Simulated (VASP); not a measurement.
# GaSb3 (P6/mmm) in VASP: single point with PBE

Aim: the single point of GaSb3 with PBE.

Everything below comes from runs of VASP 6.6.1. Logs are shortened: lines on timing, memory, paths and dates and some standing lists are left out, and cuts for length are marked.

**1. The cell of the first run**

It takes space group P6/mmm (No. 191, hexagonal). Conventional cell: a = 5.298 Å, b = 5.298 Å, c = 5.325 Å, α = 90.00°, β = 90.00°, γ = 120.00°. Within 3.5 Å of Ga (site symmetry 6/mmm) lie 8 Sb at 2.66 to 3.06 Å. Within 4.1 Å of Sb (site symmetry -6m2) lie 9 Sb at 3.06 to 4.06 Å and 3 Ga at 3.06 Å. Sb (site symmetry 6/mmm) has 2 Ga at 2.66 Å within 3.5 Å.

The cell was built from a structure type or drawn by symmetry, and may not be a known phase.

**2. Single point, PBE**

The input, INCAR:

```
SYSTEM = GaSb3
PREC = Accurate ; ENCUT = 500
EDIFF = 1E-6 ; ISMEAR = 0
SIGMA = 0.2 ; LREAL = .FALSE.
LASPH = .TRUE. ; NELM = 120
ALGO = Normal ; ISIF = 2
LWAVE = .FALSE. ; LCHARG = .TRUE.
GGA = PE ; LELF = .TRUE.
LVHAR = .TRUE. ; NBANDS = 22
GGA_COMPAT = .FALSE.
```

The input, KPOINTS:

```
regular mesh
0
G
  5 5 4
  0 0 0
```

The input, POSCAR:

```
GaSb3
1.0
    5.2976961510      0.0000000000      0.0000000000
   -2.6488480755      4.5879394483      0.0000000000
    0.0000000000      0.0000000000      5.3247385849
Ga Sb
1 3
Direct
    0.0000000000      0.0000000000      0.5000000000
    0.3333333333      0.6666666667      0.5000000000
    0.6666666667      0.3333333333      0.5000000000
    0.0000000000      0.0000000000      0.0000000000
```

Potentials or basis: VASP PAW PBE potentials, release 64 (Ga_d, Sb).

Launch:

```bash
cat potpaw_PBE.64/Ga_d/POTCAR potpaw_PBE.64/Sb/POTCAR > POTCAR
mpirun -np 1 vasp_std > vasp.out
```

OUTCAR:

```text
SYSTEM = GaSb3
   PREC = Accurate
   ENCUT = 500
   EDIFF = 1E-6
   ISMEAR = 0
   LREAL = .FALSE.
   LASPH = .TRUE.
   NELM = 120
   ISIF = 2
   GGA = PE

 ion  position               nearest neighbor table
   1  0.000  0.000  0.500-   4 2.66   4 2.66   2 3.06   3 3.06   3 3.06   2 3.06   3 3.06   2 3.06

   2  0.333  0.667  0.500-   1 3.06   3 3.06   3 3.06   1 3.06   1 3.06   3 3.06
   3  0.667  0.333  0.500-   2 3.06   1 3.06   2 3.06   1 3.06   1 3.06   2 3.06
   4  0.000  0.000  0.000-   1 2.66   1 2.66

  LATTYP: Found a hexagonal cell.
 ALAT       =     5.2976961510
 C/A-ratio  =     1.0051045649

  Lattice vectors:

 A1 = (   5.2976961510,   0.0000000000,   0.0000000000)
 A2 = (  -2.6488480755,   4.5879394483,   0.0000000000)
 A3 = (   0.0000000000,   0.0000000000,   5.3247385849)

Analysis of symmetry for initial positions (statically):
=====================================================================
 Subroutine PRICEL returns:
 Original cell was already a primitive cell.

 Routine SETGRP: Setting up the symmetry group for a
 hexagonal supercell.

 Subroutine GETGRP returns: Found 24 space group operations
 (whereof 24 operations were pure point group operations)
 out of a pool of 24 trial point group operations.

The static configuration has the point symmetry D_6h.

Analysis of symmetry for dynamics (positions and initial velocities):
=====================================================================
 Subroutine PRICEL returns:
 Original cell was already a primitive cell.

 Routine SETGRP: Setting up the symmetry group for a
 hexagonal supercell.

 Subroutine GETGRP returns: Found 24 space group operations
 (whereof 24 operations were pure point group operations)
 out of a pool of 24 trial point group operations.

The dynamic configuration has the point symmetry D_6h.

 Subroutine INISYM returns: Found 24 space group operations
 (whereof 24 operations are pure point group operations),
 and found     1 'primitive' translations

----------------------------------------------------------------------------------------

                                     Primitive cell

  volume of cell :     129.4205

  direct lattice vectors                    reciprocal lattice vectors
     5.297696151  0.000000000  0.000000000     0.188761298  0.108981386  0.000000000
    -2.648848076  4.587939448  0.000000000     0.000000000  0.217962772  0.000000000
     0.000000000  0.000000000  5.324738585     0.000000000  0.000000000  0.187802647

  length of vectors
     5.297696151  5.297696151  5.324738585     0.217962772  0.217962772  0.187802647

  position of ions in fractional coordinates (direct lattice)
     0.000000000  0.000000000  0.500000000
     0.333333333  0.666666667  0.500000000
     0.666666667  0.333333333  0.500000000
     0.000000000  0.000000000  0.000000000

  ion indices of the primitive-cell ions
   primitive index   ion index
                 1           1
                 2           2
                 3           3
                 4           4

----------------------------------------------------------------------------------------

 KPOINTS: regular mesh

Automatic generation of k-mesh.
 Grid dimensions read from file:
 generate k-points for:    5    5    4

 Generating k-lattice:

  Cartesian coordinates                     Fractional coordinates (reciprocal lattice)
     0.037752260  0.021796277  0.000000000     0.200000000  0.000000000  0.000000000
     0.000000000  0.043592554  0.000000000     0.000000000  0.200000000  0.000000000
     0.000000000  0.000000000  0.046950662     0.000000000  0.000000000  0.250000000

  Length of vectors
     0.043592554  0.043592554  0.046950662

  Shift w.r.t. Gamma in fractional coordinates (k-lattice)
     0.000000000  0.000000000  0.000000000

 Subroutine IBZKPT returns following result:
 ===========================================

 Found     15 irreducible k-points:

 Following reciprocal coordinates:
            Coordinates               Weight
  0.000000  0.000000  0.000000      1.000000
  0.200000 -0.000000  0.000000      6.000000
  0.400000 -0.000000  0.000000      6.000000
  0.200000  0.200000  0.000000      6.000000
  0.400000  0.200000  0.000000      6.000000
  0.000000  0.000000  0.250000      2.000000
  0.200000 -0.000000  0.250000     12.000000
  0.400000 -0.000000  0.250000     12.000000
  0.200000  0.200000  0.250000     12.000000
  0.400000  0.200000  0.250000     12.000000
  0.000000  0.000000  0.500000      1.000000
  0.200000 -0.000000  0.500000      6.000000
  0.400000 -0.000000  0.500000      6.000000
  0.200000  0.200000  0.500000      6.000000
  0.400000  0.200000  0.500000      6.000000
   k-points           NKPTS =     15   k-points in BZ     NKDIM =     15   number of bands    NBANDS=     22
   number of dos      NEDOS =    301   number of ions     NIONS =      4
   total plane-waves  NPLWV =  64000
   dimension x,y,z NGX =    40 NGY =   40 NGZ =   40
   dimension x,y,z NGXF=    80 NGYF=   80 NGZF=   80
   ions per type =               1   3
   NGX,Y,Z   is equivalent  to a cutoff of  12.55, 12.55, 12.49 a.u.
   NGXF,Y,Z  is equivalent  to a cutoff of  25.10, 25.10, 24.98 a.u.
 SYSTEM =  GaSb3
   PREC   = accura    normal or accurate (medium, high low for compatibility)
   ISTART =      0    job   : 0-new  1-cont  2-samecut
   ICHARG =      2    charge: 1-file 2-atom 10-const
   ISPIN  =      1    spin polarized calculation?
   LNONCOLLINEAR =      F non collinear calculations
   LSORBIT =      F    spin-orbit coupling
   LASPH  =      T    aspherical Exc in radial PAW
   ENCUT  =  500.0 eV  36.75 Ry    6.06 a.u.   9.66  9.66  9.71*2*pi/ulx,y,z
   NELM   =    120;   NELMIN=  2; NELMDL= -5     # of ELM steps
   EDIFF  = 0.1E-05   stopping-criterion for ELM
   LREAL  =      F    real-space projection
   EDIFFG = 0.1E-04   stopping-criterion for IOM
   NSW    =      0    number of steps for IOM
   IBRION =     -1    ionic relax: 0-MD 1-quasi-New 2-CG
   NFREE  =      0    steps in history (QN), initial steepest desc. (CG)
   ISIF   =      2    stress and relaxation
   ISYM   =      2    0-nonsym 1-usesym 2-fastsym
   POTIM  = 0.5000    time-step for ionic-motion
   TEBEG  =    0.0;   TEEND  =   0.0 temperature during run
   PSTRESS=    0.0 pullay stress
   NELECT =      28.0000    total number of electrons
   NUPDOWN=      -1.0000    fix difference up-down
   EMIN   =  10.00;   EMAX   =-10.00  energy-range for DOS
   EFERMI =   0.00;   METHOD = LEGACY
   ISMEAR =     0;   SIGMA  =   0.20  broadening in eV -4-tet -1-fermi 0-gaus
   EFERMI_NEDOS =   21; number of points for ismear=-14 and -15
   IALGO  =     38    algorithm
   IMIX   =      4    mixing-type and parameters
     AMIX     =   0.40;   BMIX     =  1.00
     AMIX_MAG =   1.60;   BMIX_MAG =  1.00
  volume/ion in A,a.u.               =      32.36       218.34
  Fermi-wavevector in a.u.,A,eV,Ry     =   0.982788  1.857200 13.141489  0.965872
  Thomas-Fermi vector in A             =   2.113897
   LORBIT       =      0    0 simple, 1 ext, 2 COOP (PROOUT), +10 PAW based schemes
   GGA     = PE    functional components
   LHFCALC =     F    Hartree Fock is set to
   AEXX    =    0.0000 exact exchange contribution
   IVDW    =     0    specifies the selected vdW correction
   LEPSILON=     F    determine dielectric tensor
   LRPA    =     F    only Hartree local field effects (RPA)
 non-spin polarized calculation
 Gauss-broadening in eV      SIGMA  =   0.20
  energy-cutoff  :      500.00
  volume of cell :      129.42
 maximum number of plane-waves:      3343
 NGX is ok and might be reduce to    40
   NGX = 19   NGY = 19   NGZ = 19

 number of electron      27.9999994 magnetization

 Free energy of the ion-electron system (eV)
  ---------------------------------------------------
  ext. energy  EPLUGINS =         0.00000000
  ---------------------------------------------------
  free energy    TOTEN  =       -13.10033037 eV

  energy without entropy =      -13.05421756  energy(sigma->0) =      -13.07727396

 E-fermi :   4.9165     XC(G=0):  -8.9609

 val. band max:        4.8610271193   @ k =   0.2000  -0.0000   0.5000
 cond. band min:       5.0067933091   @ k =   0.4000  -0.0000   0.0000
 fundamental gap:      0.1457661898
 Fermi energy:         4.9164666419

 k-point     1 :       0.0000    0.0000    0.0000
  band No.  band energies     occupation
      1     -10.1879      2.00000
      2     -10.1396      2.00000
      3     -10.1396      2.00000
      4     -10.0936      2.00000
      5     -10.0936      2.00000
      6      -6.8863      2.00000
[... 14 lines left out ...]
     21      10.7715      0.00000
     22      11.5014      0.00000

 k-point     2 :       0.2000   -0.0000    0.0000
  band No.  band energies     occupation
      1     -10.1858      2.00000
      2     -10.1411      2.00000
      3     -10.1375      2.00000
      4     -10.0940      2.00000
      5     -10.0936      2.00000
      6      -6.6147      2.00000
[... 14 lines left out ...]
     21      10.9282      0.00000
     22      10.9814      0.00000

 k-point     3 :       0.4000   -0.0000    0.0000
  band No.  band energies     occupation
      1     -10.1827      2.00000
      2     -10.1436      2.00000
      3     -10.1341      2.00000
      4     -10.0947      2.00000
      5     -10.0937      2.00000
      6      -5.8146      2.00000
[... 14 lines left out ...]
     21       9.6068      0.00000
     22       9.8455      0.00000

 k-point     4 :       0.2000    0.2000    0.0000
  band No.  band energies     occupation
      1     -10.1831      2.00000
      2     -10.1420      2.00000
      3     -10.1360      2.00000
      4     -10.0944      2.00000
      5     -10.0938      2.00000
      6      -6.0773      2.00000
[... 14 lines left out ...]
     21      10.7549      0.00000
     22      10.7935      0.00000

 k-point     5 :       0.4000    0.2000    0.0000
  band No.  band energies     occupation
      1     -10.1815      2.00000
      2     -10.1419      2.00000
      3     -10.1359      2.00000
      4     -10.0946      2.00000
      5     -10.0940      2.00000
      6      -5.0557      2.00000
[... 14 lines left out ...]
     21      10.5526      0.00000
     22      10.8599      0.00000

 k-point     6 :       0.0000    0.0000    0.2500
  band No.  band energies     occupation
      1     -10.1823      2.00000
      2     -10.1396      2.00000
      3     -10.1396      2.00000
      4     -10.0952      2.00000
      5     -10.0952      2.00000
      6      -6.7406      2.00000
[... 14 lines left out ...]
     21      10.4567      0.00000
     22      12.1458      0.00000

 k-point     7 :       0.2000   -0.0000    0.2500
  band No.  band energies     occupation
      1     -10.1799      2.00000
      2     -10.1411      2.00000
      3     -10.1375      2.00000
      4     -10.0956      2.00000
      5     -10.0952      2.00000
      6      -6.4694      2.00000
[... 99 lines left out ...]
      6      -6.5574      2.00000
[... 14 lines left out ...]
     21       9.5120      0.00000
     22      13.2177      0.00000

 k-point    12 :       0.2000   -0.0000    0.5000
  band No.  band energies     occupation
      1     -10.1740      2.00000
      2     -10.1411      2.00000
      3     -10.1375      2.00000
      4     -10.0973      2.00000
      5     -10.0969      2.00000
      6      -6.2863      2.00000
[... 14 lines left out ...]
     21      10.7981      0.00000
     22      11.1392      0.00000

 k-point    13 :       0.4000   -0.0000    0.5000
  band No.  band energies     occupation
      1     -10.1702      2.00000
      2     -10.1433      2.00000
      3     -10.1341      2.00000
      4     -10.0981      2.00000
      5     -10.0970      2.00000
      6      -5.5174      2.00000
[... 14 lines left out ...]
     21       9.4273      0.00000
     22      11.4827      0.00000

 k-point    14 :       0.2000    0.2000    0.5000
  band No.  band energies     occupation
      1     -10.1706      2.00000
      2     -10.1420      2.00000
      3     -10.1360      2.00000
      4     -10.0978      2.00000
      5     -10.0971      2.00000
      6      -5.7554      2.00000
[... 14 lines left out ...]
     21      10.5025      0.00000
     22      11.2895      0.00000

 k-point    15 :       0.4000    0.2000    0.5000
  band No.  band energies     occupation
      1     -10.1686      2.00000
      2     -10.1417      2.00000
      3     -10.1359      2.00000
      4     -10.0980      2.00000
      5     -10.0973      2.00000
      6      -4.9782      2.00000
[... 14 lines left out ...]
     21       9.7859      0.00000
     22      10.7480      0.00000

------------------------ aborting loop because EDIFF is reached ----------------------------------------

  FORCE on cell =-STRESS in cart. coord.  units (eV):
  Direction    XX          YY          ZZ          XY          YZ          ZX
  --------------------------------------------------------------------------------------
  -------------------------------------------------------------------------------------
  Total        0.5768748      0.5768748      0.1054638     -0.0000000      0.0000000      0.0000000
  in kB        7.1414951      7.1414951      1.3056031     -0.0000000      0.0000000      0.0000000
  external PRESSURE =       5.1961978 kB  Pullay stress =       0.0000000 kB

 VOLUME and BASIS-vectors are now :
 -----------------------------------------------------------------------------
  energy-cutoff  :      500.00
  volume of cell :      129.42
      direct lattice vectors                 reciprocal lattice vectors
     5.297696151  0.000000000  0.000000000     0.188761298  0.108981386  0.000000000
    -2.648848076  4.587939448  0.000000000     0.000000000  0.217962772  0.000000000
     0.000000000  0.000000000  5.324738585     0.000000000  0.000000000  0.187802647

 POSITION                                       TOTAL-FORCE (eV/Angst)
 -----------------------------------------------------------------------------------
      0.00000      0.00000      2.66237         0.000000     -0.000000      0.000000
     -0.00000      3.05863      2.66237        -0.000000      0.000000     -0.000000
      2.64885      1.52931      2.66237         0.000000     -0.000000      0.000000
      0.00000      0.00000      0.00000         0.000000     -0.000000      0.000000
 -----------------------------------------------------------------------------------
    total drift:                               -0.000000     -0.000000      0.000000

  FREE ENERGIE OF THE ION-ELECTRON SYSTEM (eV)
  ---------------------------------------------------
  free  energy   TOTEN  =       -13.1003303703 eV

  energy  without entropy=      -13.0542175578  energy(sigma->0) =      -13.07727396
```

It took 46 s on 1 thread of AMD EPYC 7R43 (Zen 3), shared host; peak memory 0.22 GiB.

What came out:

| Item | Value |
| --- | --- |
| Free energy | -13.1003 eV |
| Pressure | 0.5 GPa |
| Band gap on the k mesh | zero (bands 14 and 15 overlap by 1.27 eV) |

Levels at points of the mesh, in eV from the Fermi level:
| k point | band 10 | band 11 | band 12 | band 13 | band 14 | band 15 | band 16 | band 17 | band 18 | band 19 |
| --- | --- | --- | --- | --- | --- | --- | --- | --- | --- | --- |
| (0.00, 0.00, 0.00) | -3.03 | -3.03 | -2.95 | -2.57 | -2.57 | -0.15 | 1.36 | 1.36 | 1.65 | 4.13 |
| (0.00, 0.00, 0.50) | -2.96 | -2.96 | -1.96 | -1.88 | -1.88 | -0.34 | -0.34 | 1.08 | 2.84 | 3.51 |

Caveat: spin-orbit coupling is left out, which moves the levels of the heavy elements.
